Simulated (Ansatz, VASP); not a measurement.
## Si2W3: VASP beside Ansatz

```xyz
10
Lattice="6.6300 0.0000 0.0000 0.0000 6.6300 0.0000 0.0000 0.0000 3.3123" Properties=species:S:1:pos:R:3 pbc="T T T"
Si    0.8723    4.1873    0.0000
Si    5.7224    2.4074    0.0000
Si    4.1873    5.7224    0.0000
Si    2.4074    0.8723    0.0000
W     3.3150    3.3150    0.0000
W     0.0000    0.0000    0.0000
W     4.3726    1.0576    1.6562
W     2.2574    5.5725    1.6562
W     1.0576    2.2574    1.6562
W     5.5725    4.3726    1.6562
```

Change from the starting cell: all Si atoms moved +0.025 Å, as atom 1 towards its neighbour atom 2 (Si) at 2.517 Å.

Alike in both runs: task single point; functional PBE; k mesh 6 × 6 × 12; occupations gaussian, width 0.15 eV; no spin polarisation.

```csv
,VASP,Ansatz
version,VASP 6.6.1,Ansatz 0.2.0
potentials or method,"VASP PAW PBE potentials, release 64 (Si, W_sv), cutoff 520 eV","scalar-relativistic, plane waves, PAW"
valence electrons in the cell,100,100
```

VASP gave:

| Quantity | Value |
| --- | --- |
| gap on the k mesh at the Fermi level (eV) | none |
| pressure (GPa) | 0.2 |
| traceless stress, the component that is largest in VASP (GPa) | 0.16 |
| rms of the force components (eV/Å) | 0.152 |

What did Ansatz give for the same quantities?

gap on the k mesh at the Fermi level (eV): none; pressure (GPa): 0.0; traceless stress, the component that is largest in VASP (GPa): 0.13; rms of the force components (eV/Å): 0.152.

Atom by atom the forces differ by 0.004 eV/Å (rms over components). A gap of «none» marks a metal or a gap that the smearing closes. With one functional, cell and mesh, what is left measures potentials, basis and numerics.

Spin-orbit coupling is off throughout.
